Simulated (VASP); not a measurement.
# TiO2 (R-3m) in VASP: single point with PBE+D3(BJ)+U

Aim: the single point of TiO2 with PBE+D3(BJ)+U.

Program: VASP 6.6.1. These are calculated values, not measurements. Logs are shortened: lines on timing, memory, paths and dates and some standing lists are left out, and cuts for length are marked.

### Step 1. The cell of the first run

The structure is trigonal, space group R-3m (No. 166). The conventional cell has a = 3.008 Å, b = 3.008 Å, c = 14.659 Å, α = 90.00°, β = 90.00°, γ = 120.00°. Ti (site symmetry -3m) has 6 O at 1.98 Å within 2.6 Å. Within 2.6 Å of O (site symmetry 3m) lie 3 Ti at 1.98 Å and 3 O at 2.58 Å.

### Step 2. Single point, PBE+D3(BJ)+U

Input file INCAR:

```
PREC = Accurate ; ENCUT = 910
EDIFF = 1E-6 ; ISMEAR = 0
SIGMA = 0.05 ; LREAL = F
LASPH = T ; NELM = 200
ALGO = Normal ; ISIF = 2
LWAVE = F ; LCHARG = F
LMAXMIX = 4 ; LDAU = T
LDAUTYPE = 2 ; LDAUL = 2 -1
LDAUU = 4 0 ; LDAUJ = 0 0
LDAUPRINT = 1 ; GGA = PE
IVDW = 12 ; NBANDS = 33
GGA_COMPAT = F
```

Input file KPOINTS:

```
regular mesh
0
Gamma
  8 6 6
```

Input file POSCAR:

```
TiO2
1.0
    1.5040368431     -2.6050682287      0.0000000000
    1.5040368431      0.8683560762      4.8863028513
   -4.5121105293     -2.6050682287      0.0000000000
Ti O
2 4
Direct
    0.5000000000      0.0000000000      0.5000000000
    0.0000000000      0.0000000000      0.0000000000
    0.5000000000      0.8049605156      0.1016535052
    0.0000000000      0.8049605156      0.6016535052
    0.5000000000      0.1950394844      0.8983464948
    0.0000000000      0.1950394844      0.3983464948
```

Potentials or basis: VASP PAW PBE potentials, release 64 (Ti_sv, O_h).

On the command line:

```
$ cat potpaw_PBE.64/Ti_sv/POTCAR potpaw_PBE.64/O_h/POTCAR > POTCAR
$ mpirun -np 1 vasp_std > vasp.out
```

OUTCAR:

```text
PREC = Accurate
   ENCUT = 910
   EDIFF = 1E-6
   ISMEAR = 0
   LREAL = F
   LASPH = T
   NELM = 200
   ISIF = 2
   GGA = PE
   IVDW = 12
 IVDW          = 12

 ion  position               nearest neighbor table
   1  0.500  0.000  0.500-   4 1.98   6 1.98   4 1.98   6 1.98   5 1.98   3 1.98
   2  0.000  0.000  0.000-   3 1.98   5 1.98   3 1.98   5 1.98   4 1.98   6 1.98
   3  0.500  0.805  0.102-   2 1.98   2 1.98   1 1.98
   4  0.000  0.805  0.602-   1 1.98   1 1.98   2 1.98
   5  0.500  0.195  0.898-   2 1.98   2 1.98   1 1.98
   6  0.000  0.195  0.398-   1 1.98   1 1.98   2 1.98

  LATTYP: Found a simple monoclinic cell.
 ALAT       =     5.1857617237
 B/A-ratio  =     0.5800639996
 C/A-ratio  =     1.0047003189
 COS(beta)  =    -0.3349001063

  Lattice vectors:

 A1 = (   1.5040368431,   0.8683560762,   4.8863028513)
 A2 = (  -1.5040368431,   2.6050682287,   0.0000000000)
 A3 = (  -4.5121105293,  -2.6050682287,   0.0000000000)

Analysis of symmetry for initial positions (statically):
=====================================================================
 Subroutine PRICEL returns following result:

  LATTYP: Found a trigonal (rhomboedric) cell.
 ALAT       =     5.1857617237
 COS(alpha) =     0.8317628782

  Lattice vectors:

 A1 = (  -1.5040368431,  -0.8683560762,  -4.8863028513)
 A2 = (   0.0000000000,   1.7367121525,  -4.8863028513)
 A3 = (   1.5040368431,  -0.8683560762,  -4.8863028513)

   2 primitive cells build up your supercell.

 Routine SETGRP: Setting up the symmetry group for a
 simple monoclinic supercell.

 Subroutine GETGRP returns: Found  4 space group operations
 (whereof  4 operations were pure point group operations)
 out of a pool of  4 trial point group operations.

The static configuration has the point symmetry C_2h.

Analysis of symmetry for dynamics (positions and initial velocities):
[... 209 lines left out ...]
 -0.0873 -0.0000 -0.0000  0.1859 -0.0000
 -0.0000 -0.0873 -0.0000 -0.0000  0.1759

spin component  2

  0.1759 -0.0000 -0.0000 -0.0873 -0.0000
 -0.0000  0.1859 -0.0000 -0.0000 -0.0873
 -0.0000 -0.0000  0.0915 -0.0000 -0.0000
 -0.0873 -0.0000 -0.0000  0.1859 -0.0000
 -0.0000 -0.0873 -0.0000 -0.0000  0.1759

 occupancies and eigenvectors

  o =  0.0915  v = -0.0004 -0.0002 -1.0000 -0.0004 -0.0003  0.0000  0.0000  0.0000  0.0000  0.0000      0.0000  0.0000  0.0000  0.0000  0.0000  0.0000  0.0000  0.0000  0.0000  0.0000
  o =  0.0915  v =  0.0000  0.0000  0.0000  0.0000  0.0000 -0.0004 -0.0002 -1.0000 -0.0004 -0.0003      0.0000  0.0000  0.0000  0.0000  0.0000  0.0000  0.0000  0.0000  0.0000  0.0000
  o =  0.0934  v =  0.6297  0.3433 -0.0007  0.5946  0.3635  0.0000  0.0000  0.0000  0.0000  0.0000      0.0000  0.0000  0.0000  0.0000  0.0000  0.0000  0.0000  0.0000  0.0000  0.0000
  o =  0.0934  v =  0.0000  0.0000  0.0000  0.0000  0.0000  0.6297  0.3433 -0.0007  0.5946  0.3635      0.0000  0.0000  0.0000  0.0000  0.0000  0.0000  0.0000  0.0000  0.0000  0.0000
  o =  0.0934  v = -0.3635  0.5946 -0.0000 -0.3433  0.6297  0.0000  0.0000  0.0000  0.0000  0.0000      0.0000  0.0000  0.0000  0.0000  0.0000  0.0000  0.0000  0.0000  0.0000  0.0000
  o =  0.0934  v =  0.0000  0.0000  0.0000  0.0000  0.0000 -0.3635  0.5946 -0.0000 -0.3433  0.6297      0.0000  0.0000  0.0000  0.0000  0.0000  0.0000  0.0000  0.0000  0.0000  0.0000
  o =  0.2683  v =  0.0000  0.0000  0.0000  0.0000  0.0000 -0.5946  0.3635 -0.0000  0.6297 -0.3433      0.0000  0.0000  0.0000  0.0000  0.0000  0.0000  0.0000  0.0000  0.0000  0.0000
  o =  0.2683  v = -0.5946  0.3635 -0.0000  0.6297 -0.3433  0.0000  0.0000  0.0000  0.0000  0.0000      0.0000  0.0000  0.0000  0.0000  0.0000  0.0000  0.0000  0.0000  0.0000  0.0000
  o =  0.2683  v =  0.0000  0.0000  0.0000  0.0000  0.0000  0.3433  0.6297  0.0000 -0.3635 -0.5946      0.0000  0.0000  0.0000  0.0000  0.0000  0.0000  0.0000  0.0000  0.0000  0.0000
  o =  0.2683  v =  0.3433  0.6297  0.0000 -0.3635 -0.5946  0.0000  0.0000  0.0000  0.0000  0.0000      0.0000  0.0000  0.0000  0.0000  0.0000  0.0000  0.0000  0.0000  0.0000  0.0000

 number of electron      48.0000003 magnetization

 Free energy of the ion-electron system (eV)
  ---------------------------------------------------
  ext. energy  EPLUGINS =         0.00000000
  ---------------------------------------------------
  free energy    TOTEN  =       -47.61189967 eV

  energy without entropy =      -47.61189967  energy(sigma->0) =      -47.61189967

 E-fermi :   3.1364     XC(G=0):  -9.9499

 val. band max:        2.8544500453   @ k =   0.2500  -0.0000   0.0000
 cond. band min:       5.8480182425   @ k =   0.0000   0.0000   0.0000
 fundamental gap:      2.9935681972
 Fermi energy:         3.1364270266

 k-point     1 :       0.0000    0.0000    0.0000
  band No.  band energies     occupation
      1     -54.7904      2.00000
      2     -54.7276      2.00000
      3     -31.2526      2.00000
      4     -31.0192      2.00000
      5     -30.9086      2.00000
      6     -30.8379      2.00000
[... 853 lines left out ...]
     32       8.8014      0.00000
     33       8.8487      0.00000

 [... further k-points ...]

------------------------ aborting loop because EDIFF is reached ----------------------------------------

 Edisp (eV)   -1.16354

 E8    (eV) :    -0.4525

  FORCE on cell =-STRESS in cart. coord.  units (eV):
  Direction    XX          YY          ZZ          XY          YZ          ZX
  --------------------------------------------------------------------------------------
  -------------------------------------------------------------------------------------
  Total       1.62783     1.62806     1.30776    -0.00020     0.00019     0.00033
  in kB      34.05673    34.06149    27.36030    -0.00412     0.00396     0.00687
  external pressure =       31.83 kB  Pullay stress =        0.00 kB

 VOLUME and BASIS-vectors are now :
 -----------------------------------------------------------------------------
  energy-cutoff  :      910.00
  volume of cell :       76.58
      direct lattice vectors                 reciprocal lattice vectors
     1.504036843 -2.605068229  0.000000000     0.166219332 -0.287900329 -0.000000000
     1.504036843  0.868356076  4.886302851     0.000000000  0.000000000  0.204653709
    -4.512110529 -2.605068229  0.000000000    -0.166219332 -0.095966776  0.068217903

 POSITION                                       TOTAL-FORCE (eV/Angst)
 -----------------------------------------------------------------------------------
     -1.50404     -2.60507      0.00000         0.000000      0.000000      0.000000
      0.00000      0.00000      0.00000         0.000000     -0.000000      0.000000
      1.50404     -0.86836      3.93328        -0.000154     -0.000089     -0.399650
     -1.50404     -0.86836      3.93328        -0.000154     -0.000089     -0.399650
     -3.00807     -3.47342      0.95302         0.000154      0.000089      0.399650
     -1.50404     -0.86836      0.95302         0.000154      0.000089      0.399650
 -----------------------------------------------------------------------------------
    total drift:                                0.000000     -0.000000      0.000000

  FREE ENERGIE OF THE ION-ELECTRON SYSTEM (eV)
  ---------------------------------------------------
  free  energy   TOTEN  =       -48.7754419718 eV

  energy  without entropy=      -48.7754419718  energy(sigma->0) =      -48.77544197
```

OSZICAR:

```text
N       E                     dE             d eps       ncg     rms          rms(c)
DAV:   1     0.860903931718E+03    0.86090E+03   -0.33086E+04  6600   0.245E+03
DAV:   2     0.132825699619E+03   -0.72808E+03   -0.68467E+03  7001   0.619E+02
DAV:   3    -0.529595073820E+02   -0.18579E+03   -0.17434E+03 10604   0.239E+02
DAV:   4    -0.656846004183E+02   -0.12725E+02   -0.12653E+02  9481   0.673E+01
DAV:   5    -0.662409779272E+02   -0.55638E+00   -0.55611E+00  9860   0.129E+01    0.316E+01
DAV:   6    -0.475489974958E+02    0.18692E+02   -0.84102E+01  9645   0.895E+01    0.109E+01
DAV:   7    -0.477274321364E+02   -0.17843E+00   -0.13338E+01  8837   0.272E+01    0.821E+00
DAV:   8    -0.475540066627E+02    0.17343E+00   -0.10331E+00  9053   0.999E+00    0.376E+00
DAV:   9    -0.476304718493E+02   -0.76465E-01   -0.47488E-01 10003   0.556E+00    0.178E+00
DAV:  10    -0.476132799903E+02    0.17192E-01   -0.12532E-01  8325   0.413E+00    0.418E-01
DAV:  11    -0.476122157841E+02    0.10642E-02   -0.13148E-02 10046   0.756E-01    0.177E-01
DAV:  12    -0.476119553614E+02    0.26042E-03   -0.15560E-03  9097   0.352E-01    0.819E-02
DAV:  13    -0.476119046221E+02    0.50739E-04   -0.53721E-04  9694   0.234E-01    0.331E-02
DAV:  14    -0.476118989081E+02    0.57140E-05   -0.58951E-05  9183   0.768E-02    0.495E-03
DAV:  15    -0.476119003621E+02   -0.14541E-05   -0.74961E-06  9194   0.216E-02    0.779E-03
DAV:  16    -0.476118996698E+02    0.69232E-06   -0.15191E-06  5901   0.143E-02
   1 F= -.48775442E+02 E0= -.48775442E+02  d E =-.306585E-17
```

It took 5.6 min on 1 thread of AMD EPYC 9R45 (Zen 5), shared host; peak memory 0.57 GiB.

Results:

| Quantity | Value |
| --- | --- |
| Free energy | -48.7754 eV |
| Pressure | 3.2 GPa |
| Largest force | 0.400 eV/Å |
| Band gap on the k mesh | 2.99 eV |
| Dispersion energy per atom | -0.194 eV |

Forces on the atoms (eV/Å):
```
Ti   0.000  0.000  0.000
Ti   0.000  0.000  0.000
O    0.000  0.000 -0.400
O    0.000  0.000 -0.400
O    0.000  0.000  0.400
O    0.000  0.000  0.400
```

Stress tensor (GPa, compression positive):
```
3.41 0.00 0.00
0.00 3.41 0.00
0.00 0.00 2.74
```

Eigenvalues of the final occupation matrices:
```tsv
site	spin	trace	eigenvalues
site 1 d	1	0.82	0.09 0.09 0.09 0.27 0.27
site 1 d	2	0.82	0.09 0.09 0.09 0.27 0.27
site 2 d	1	0.82	0.09 0.09 0.09 0.27 0.27
site 2 d	2	0.82	0.09 0.09 0.09 0.27 0.27
```

Caveat: the cell stands under pressure.
